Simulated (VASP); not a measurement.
# CuO (Cc) in VASP: a series of runs

Runs on CuO. Level: LDA+U. Tasks: single point.

Program: VASP 6.6.1. These are calculated values, not measurements. Logs are shortened: lines on timing, memory, paths and dates and some standing lists are left out, and cuts for length are marked.

**1. The cell of the first run**

The structure is monoclinic, space group Cc (No. 9). Conventional cell: a = 4.689 Å, b = 3.427 Å, c = 5.132 Å, α = 90.00°, β = 99.65°, γ = 90.00°. Cu (site symmetry 1) has 4 O at 1.91 to 2.02 Å within 2.5 Å. O (site symmetry 1) has 4 Cu at 1.91 to 2.02 Å within 2.5 Å.

**2. Single point, LDA+U, collinear spin, ferromagnetic start**

Input file INCAR:

```
SYSTEM = CuO
PREC     = Accurate       ! precision mode
ENCUT    = 820            ! plane-wave cutoff, eV
EDIFF    = 1E-6           ! SCF threshold, eV
ISMEAR   = 0              ! smearing method
SIGMA    = 0.05           ! smearing width, eV
LREAL    = .FALSE.        ! projectors in reciprocal space
LASPH    = .TRUE.         ! aspherical terms in the spheres
NELM     = 200            ! most SCF steps
ALGO     = Normal         ! electronic algorithm
ISIF     = 2              ! what is computed and relaxed
LWAVE    = .FALSE.        ! write WAVECAR
LCHARG   = .TRUE.         ! write CHGCAR
ISPIN    = 2              ! spin polarisation
MAGMOM   = 0.66 0.66 0.39 0.39 ! initial moments
LORBIT   = 11             ! projections on sites
NUPDOWN  = 2.0            ! fixed moment
LMAXMIX  = 4              ! l up to which the mixer works
LDAU     = .TRUE.         ! DFT+U
LDAUTYPE = 2            
LDAUL    = 2 -1           ! shell
LDAUU    = 5 0            ! U, eV
LDAUJ    = 0 0          
LDAUPRINT= 1            
GGA      = CA             ! functional
LELF     = .TRUE.         ! ELF
LVHAR    = .TRUE.       
NBANDS   = 37             ! bands
GGA_COMPAT= .FALSE.
```

Input file KPOINTS:

```
Automatic mesh
0
G
  7 7 4
  0 0 0
```

Input file POSCAR:

```
CuO
1.0
    2.3446497600     -1.7133998200      0.0000000000
    2.3446497600      1.7133998200      0.0000000000
   -0.8605499100      0.0000000000      5.0594394800
Cu O
2 2
Direct
    0.0032000000      0.4968000000      0.0000000000
    0.4968000000      0.0032000000      0.5000000000
    0.5714000000      0.4056000000      0.2537000000
    0.4056000000      0.5714000000      0.7537000000
```

Potentials or basis: VASP PAW LDA potentials, release 64 (Cu_sv_GW, O).

Command:

```bash
> cat potpaw_LDA.64/Cu_sv_GW/POTCAR potpaw_LDA.64/O/POTCAR > POTCAR
> mpirun -np 1 vasp_std > vasp.out
```

OUTCAR:

```text
SYSTEM = CuO
   PREC = Accurate
   ENCUT = 820
   EDIFF = 1E-6
   ISMEAR = 0
   LREAL = .FALSE.
   LASPH = .TRUE.
   NELM = 200
   ISIF = 2
   ISPIN = 2
   LORBIT = 11
   NUPDOWN = 2.0
   GGA = CA

 ion  position               nearest neighbor table
   1  0.003  0.497  0.000-   4 1.91   3 1.93   4 1.98   3 2.02
   2  0.497  0.003  0.500-   3 1.91   4 1.93   3 1.98   4 2.02
   3  0.571  0.406  0.254-   2 1.91   1 1.93   2 1.98   1 2.02
   4  0.406  0.571  0.754-   1 1.91   2 1.93   1 1.98   2 2.02

  LATTYP: Found a base centered monoclinic cell.
 ALAT       =     4.6892995200
 B/A-ratio  =     0.7307700490
 C/A-ratio  =     1.0944283419
 COS(beta)  =    -0.1676798045

  Lattice vectors:

 A1 = (   2.3446497600,  -1.7133998200,   0.0000000000)
 A2 = (   2.3446497600,   1.7133998200,   0.0000000000)
 A3 = (  -0.8605499100,   0.0000000000,   5.0594394800)

Analysis of symmetry for initial positions (statically):
=====================================================================
 Subroutine PRICEL returns:
 Original cell was already a primitive cell.

 Routine SETGRP: Setting up the symmetry group for a
 base centered monoclinic supercell.

 Subroutine GETGRP returns: Found  2 space group operations
 (whereof  1 operations were pure point group operations)
 out of a pool of  4 trial point group operations.

The static configuration has the point symmetry C_1 .
 The point group associated with its full space group is C_1h.

Analysis of symmetry for dynamics (positions and initial velocities):
=====================================================================
 Subroutine PRICEL returns:
 Original cell was already a primitive cell.

[... 225 lines left out ...]
  o =  0.9248  v =  0.0000  0.0000  0.0000  0.0000  0.0000  0.8556  0.1888  0.4103 -0.2237  0.1177      0.0000  0.0000  0.0000  0.0000  0.0000  0.0000  0.0000  0.0000  0.0000  0.0000
  o =  0.9347  v =  0.8667  0.1913  0.4041 -0.2028  0.0888  0.0000  0.0000  0.0000  0.0000  0.0000      0.0000  0.0000  0.0000  0.0000  0.0000  0.0000  0.0000  0.0000  0.0000  0.0000
  o =  0.9431  v =  0.0000  0.0000  0.0000  0.0000  0.0000 -0.1025  0.0448  0.0869  0.3013  0.9429      0.0000  0.0000  0.0000  0.0000  0.0000  0.0000  0.0000  0.0000  0.0000  0.0000
  o =  0.9445  v =  0.0000  0.0000  0.0000  0.0000  0.0000 -0.1489  0.7807 -0.3479 -0.4795  0.1320      0.0000  0.0000  0.0000  0.0000  0.0000  0.0000  0.0000  0.0000  0.0000  0.0000
  o =  0.9515  v = -0.0810  0.6746 -0.3727 -0.5711 -0.2708  0.0000  0.0000  0.0000  0.0000  0.0000      0.0000  0.0000  0.0000  0.0000  0.0000  0.0000  0.0000  0.0000  0.0000  0.0000
  o =  0.9520  v =  0.1466 -0.3802  0.0350 -0.0609 -0.9105  0.0000  0.0000  0.0000  0.0000  0.0000      0.0000  0.0000  0.0000  0.0000  0.0000  0.0000  0.0000  0.0000  0.0000  0.0000
  o =  0.9520  v =  0.0000  0.0000  0.0000  0.0000  0.0000  0.4714 -0.2198 -0.8384  0.1309  0.0971      0.0000  0.0000  0.0000  0.0000  0.0000  0.0000  0.0000  0.0000  0.0000  0.0000
  o =  0.9574  v = -0.4625  0.2206  0.8346 -0.1597 -0.1238  0.0000  0.0000  0.0000  0.0000  0.0000      0.0000  0.0000  0.0000  0.0000  0.0000  0.0000  0.0000  0.0000  0.0000  0.0000
  o =  0.9930  v =  0.0831  0.5614  0.0058  0.7769 -0.2728  0.0000  0.0000  0.0000  0.0000  0.0000      0.0000  0.0000  0.0000  0.0000  0.0000  0.0000  0.0000  0.0000  0.0000  0.0000

 number of electron      49.9999991 magnetization       1.9999990

 Free energy of the ion-electron system (eV)
  ---------------------------------------------------
  ext. energy  EPLUGINS =         0.00000000
  ---------------------------------------------------
  free energy    TOTEN  =       -19.32052104 eV

  energy without entropy =      -19.32052104  energy(sigma->0) =      -19.32052104

 E-fermi :   4.2554     XC(G=0): -12.7973

 val. band max:        5.0643898197   @ k =   0.4286   0.4286   0.0000
 cond. band min:       5.2404499807   @ k =  -0.4286   0.4286   0.0000
 fundamental gap:      0.1760601610
 Fermi energy:         5.6726650321

 spin component 1

 k-point     1 :       0.0000    0.0000    0.0000
  band No.  band energies     occupation
      1    -106.4722      1.00000
      2    -106.4716      1.00000
      3     -64.8101      1.00000
      4     -64.8064      1.00000
      5     -64.7570      1.00000
      6     -64.7519      1.00000
[... 1913 lines left out ...]
     36      23.3016      0.00000
     37      25.2023      0.00000

 [... further k-points ...]
[... 5 lines left out ...]
  --------------------------------------------------------------------------------------
  -------------------------------------------------------------------------------------
  Total       -2.6453896     -1.7333645     -2.6165788      0.0000000      0.0000000      0.2757499
  in kB     -104.2632185    -68.3174070   -103.1276933      0.0000000      0.0000000     10.8681796
  external PRESSURE =     -91.9027730 kB  Pullay stress =       0.0000000 kB

 VOLUME and BASIS-vectors are now :
 -----------------------------------------------------------------------------
  energy-cutoff  :      820.00
  volume of cell :       40.65
      direct lattice vectors                 reciprocal lattice vectors
     2.344649760 -1.713399820  0.000000000     0.213251467 -0.291817470  0.036271514
     2.344649760  1.713399820  0.000000000     0.213251467  0.291817470  0.036271514
    -0.860549910  0.000000000  5.059439480     0.000000000  0.000000000  0.197650353

 POSITION                                       TOTAL-FORCE (eV/Angst)
 -----------------------------------------------------------------------------------
      1.17232      0.84573      0.00000        -0.656377      0.267676      0.272239
      0.74205     -0.84573      2.52972        -0.656377     -0.267676      0.272239
      2.07240     -0.28408      1.28358         0.656377      0.246577     -0.272239
      1.64213      0.28408      3.81330         0.656377     -0.246577     -0.272239
 -----------------------------------------------------------------------------------
    total drift:                               -0.000460      0.000000     -0.001081

  FREE ENERGIE OF THE ION-ELECTRON SYSTEM (eV)
  ---------------------------------------------------
  free  energy   TOTEN  =       -19.3205210398 eV

  energy  without entropy=      -19.3205210398  energy(sigma->0) =      -19.32052104

 total charge

# of ion       s       p       d       f       tot
--------------------------------------------------
    1        2.244   6.375   8.869   0.013  17.501
    2        2.244   6.375   8.869   0.013  17.501
    3        1.540   3.425   0.000   0.000   4.966
    4        1.540   3.425   0.000   0.000   4.966
--------------------------------------------------
tot          7.568  19.601  17.738   0.026  44.934

 magnetization (x)

# of ion       s       p       d       f       tot
--------------------------------------------------
    1       -0.000   0.006   0.681   0.001   0.687
    2       -0.000   0.006   0.681   0.001   0.687
    3        0.021   0.264   0.000   0.000   0.284
    4        0.021   0.264   0.000   0.000   0.284
--------------------------------------------------
tot          0.040   0.539   1.362   0.001   1.942
```

stdout:

```text
POSCAR found type information on POSCAR CuO
 POSCAR found :  2 types and       4 ions
 scaLAPACK will be used
 LDA part: xc-table for (Slater(with rela. corr.)+CA(PZ))
 , standard interpolation
 POSCAR, INCAR and KPOINTS ok, starting setup
 FFT: planning ... GRIDC
 FFT: planning ... GRID_SOFT
 FFT: planning ... GRID
 WAVECAR not read
 entering main loop
```

It took 3.2 min on 1 thread of Intel Xeon 6975P-C (Granite Rapids), shared host; peak memory 0.37 GiB.

What came out:

```yaml
Free_energy: -19.3205 eV
Pressure: -9.2 GPa
Largest_force: 0.759 eV/Å
Net_moment: 2.00 μB per cell
Site_moments: Cu +0.69; O +0.28 μB
Valence_electrons_inside_the_program's_atomic_spheres: Cu 17.50; O 4.97
```

Forces in eV/Å, atoms in the order of the input:
```
Cu  -0.656  0.268  0.272
Cu  -0.656 -0.268  0.272
O    0.656  0.247 -0.272
O    0.656 -0.247 -0.272
```

Stress tensor (GPa, compression positive):
```
-10.43   0.00   1.09
  0.00  -6.83   0.00
  1.09   0.00 -10.31
```

Eigenvalues of the final occupation matrices:
| site | spin | trace | eigenvalues |
| --- | --- | --- | --- |
| site 1 d | 1 | 4.79 | 0.93 0.95 0.95 0.96 0.99 |
| site 1 d | 2 | 4.11 | 0.34 0.92 0.94 0.94 0.95 |
| site 2 d | 1 | 4.79 | 0.93 0.95 0.95 0.96 0.99 |
| site 2 d | 2 | 4.11 | 0.34 0.92 0.94 0.94 0.95 |

Caveat: the cell stands under tension; the total moment is fixed, so each spin has its own Fermi level and the state may be an excited one. The state reached can hang on the start; a lower one may exist.

**3. Single point, LDA+U, collinear spin, ferromagnetic start**

Input file INCAR:

```
  PREC = Accurate
  ENCUT = 700
  EDIFF = 1E-6
  ISMEAR = 0
  SIGMA = 0.05
  LREAL = False
  LASPH = True
  NELM = 200
  ALGO = Normal
  ISIF = 2
  LWAVE = False
  LCHARG = False
  ISPIN = 2
  MAGMOM = 0.6 0.6 0.35 0.35
  LORBIT = 11
  NUPDOWN = 1.8
  LMAXMIX = 4
  LDAU = True
  LDAUTYPE = 2
  LDAUL = 2 -1
  LDAUU = 5 0
  LDAUJ = 0 0
  LDAUPRINT = 1
  NBANDS = 37
  GGA_COMPAT = False
```

Input file KPOINTS:

```
Automatic mesh
0
Gamma
  7 7 4
```

POSCAR is that of step 2.

Potentials or basis: VASP PAW LDA potentials, release 64 (Cu_sv_GW, O).

Command:

```bash
> cat potpaw_LDA.64/Cu_sv_GW/POTCAR potpaw_LDA.64/O/POTCAR > POTCAR
> mpirun -np 1 vasp_std > vasp.out
```

It took 4 min on 1 thread of Intel Xeon Platinum 8488C (Sapphire Rapids), shared host; peak memory 0.32 GiB.

Results (log left out):

```
Free energy                                           : -19.2867 eV
Pressure                                              : -11.0 GPa
Largest force                                         : 0.757 eV/Å
Net moment                                            : 1.80 μB per cell
Site moments                                          : Cu +0.63; O +0.25 μB
Valence electrons inside the program's atomic spheres : Cu 17.53; O 4.96
```

Forces in eV/Å, atoms in the order of the input:
```
Cu  -0.647  0.268  0.269
Cu  -0.647 -0.268  0.269
O    0.647  0.286 -0.269
O    0.647 -0.286 -0.269
```

Stress tensor (GPa, compression positive):
```
-12.09   0.00   1.12
  0.00  -8.55   0.00
  1.12   0.00 -12.22
```

Eigenvalues of the final occupation matrices:
| site | spin | trace | eigenvalues |
| --- | --- | --- | --- |
| site 1 d | 1 | 4.77 | 0.93 0.95 0.95 0.96 0.98 |
| site 1 d | 2 | 4.15 | 0.39 0.92 0.94 0.94 0.95 |
| site 2 d | 1 | 4.77 | 0.93 0.95 0.95 0.96 0.98 |
| site 2 d | 2 | 4.15 | 0.39 0.92 0.94 0.94 0.95 |

Caveat: the cell stands under tension; the total moment is fixed, so each spin has its own Fermi level and the state may be an excited one.

**4. Single point, LDA+U, collinear spin, ferromagnetic start**

Input file INCAR:

```
SYSTEM = CuO
PREC     = Accurate       ! precision mode
ENCUT    = 820            ! plane-wave cutoff, eV
EDIFF    = 1E-6           ! SCF threshold, eV
ISMEAR   = 0              ! smearing method
SIGMA    = 0.05           ! smearing width, eV
LREAL    = .False.        ! projectors in reciprocal space
LASPH    = .True.         ! aspherical terms in the spheres
NELM     = 200            ! most SCF steps
ALGO     = Normal         ! electronic algorithm
ISIF     = 2              ! what is computed and relaxed
LWAVE    = .False.        ! write WAVECAR
LCHARG   = .False.        ! write CHGCAR
ISPIN    = 2              ! spin polarisation
MAGMOM   = 0.51 0.51 0.28 0.28 ! initial moments
LORBIT   = 11             ! projections on sites
NUPDOWN  = 1.5            ! fixed moment
LMAXMIX  = 4              ! l up to which the mixer works
LDAU     = .True.         ! DFT+U
LDAUTYPE = 2            
LDAUL    = 2 -1           ! shell
LDAUU    = 5 0            ! U, eV
LDAUJ    = 0 0          
LDAUPRINT= 1            
GGA      = CA             ! functional
NBANDS   = 37             ! bands
GGA_COMPAT= .False.
```

Input file KPOINTS:

```
regular mesh
0
Gamma
  7 7 4
  0 0 0
```

POSCAR is that of step 3.

Command:

```bash
> cat potpaw_LDA.64/Cu_sv_GW/POTCAR potpaw_LDA.64/O/POTCAR > POTCAR
> mpirun -np 1 vasp_std > vasp.out
```

It took 3 min on 1 thread of Intel Xeon 6975P-C (Granite Rapids), shared host; peak memory 0.37 GiB.

It converged, with:

```yaml
Free_energy: -19.2083 eV
Pressure: -9.7 GPa
Largest_force: 0.754 eV/Å
Net_moment: 1.50 μB per cell
Site_moments: Cu +0.53; O +0.20 μB
Valence_electrons_inside_the_program's_atomic_spheres: Cu 17.53; O 4.95
```

Forces on the atoms (eV/Å):
```
Cu  -0.635  0.271  0.256
Cu  -0.635 -0.271  0.256
O    0.635  0.316 -0.256
O    0.635 -0.316 -0.256
```

Stress tensor (GPa, compression positive):
```
-10.73   0.00   0.83
  0.00  -7.26   0.00
  0.83   0.00 -11.19
```

Eigenvalues of the final occupation matrices:
```
    site  spin  trace               eigenvalues
site 1 d     1   4.73  0.93 0.95 0.95 0.95 0.96
site 1 d     2   4.21  0.45 0.92 0.94 0.94 0.95
site 2 d     1   4.73  0.93 0.95 0.95 0.95 0.96
site 2 d     2   4.21  0.45 0.92 0.94 0.94 0.95
```

Caveat: the cell stands under tension; the total moment is fixed, so each spin has its own Fermi level and the state may be an excited one.

**5. Overview**

```tsv
fixed moment (μB)	cutoff (eV)	pressure (GPa)	moment (μB)	largest force (eV/Å)
2.0	820	-9.2	2.00	0.76
1.8	700	-11.0	1.80	0.76
1.5	820	-9.7	1.50	0.75
```

Alike in all rows: task single point; level LDA+U; potentials or basis VASP PAW LDA potentials, release 64 (Cu_sv_GW, O); spin collinear, ferromagnetic start; Cu d U = 5.0 eV; cell as given; k mesh 7 × 7 × 4; smearing gaussian 0.05 eV.

Caveats: the cell stands under tension; the total moment is fixed, so each spin has its own Fermi level and the state may be an excited one.

Total energies depend on the potentials used, so only differences within one code and one set of settings carry meaning.
